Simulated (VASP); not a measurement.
Input of a VASP 6.6.1 run:

Contents of INCAR:

```
SYSTEM = H
  PREC = Accurate
  ENCUT = 400
  EDIFF = 1E-6
  ISMEAR = -1
  SIGMA = 0.05
  LREAL = .False.
  LASPH = .True.
  NELM = 120
  ALGO = Normal
  ISIF = 2
  LWAVE = .False.
  LCHARG = .True.
  GGA = CA
  LELF = .True.
  LVHAR = .True.
  NBANDS = 8
  GGA_COMPAT = .False.
  NELMDL = -8
```

Contents of KPOINTS:

```
regular mesh
0
Gamma
  1 1 1
  0 0 0
```

Contents of POSCAR:

```
H
1.0
    9.0000000000      0.0000000000      0.0000000000
    0.0000000000      9.5000000000      0.0000000000
    0.0000000000      0.0000000000     10.0000000000
H
2
Direct
    0.5000000000      0.5000000000      0.4617393107
    0.5000000000      0.5000000000      0.5382606893
```

Potentials or basis: VASP PAW LDA potentials, release 64 (H).

Launch:

```bash
$ cat potpaw_LDA.64/H/POTCAR > POTCAR
$ mpirun -np 1 vasp_gam > vasp.out
```

Predict the gap between the frontier levels.

9.96 eV.

What does it give for the largest force?

0.043 eV/Å.

Forces in eV/Å, atoms in the order of the input:
```
H    0.000  0.000 -0.043
H    0.000  0.000  0.043
```
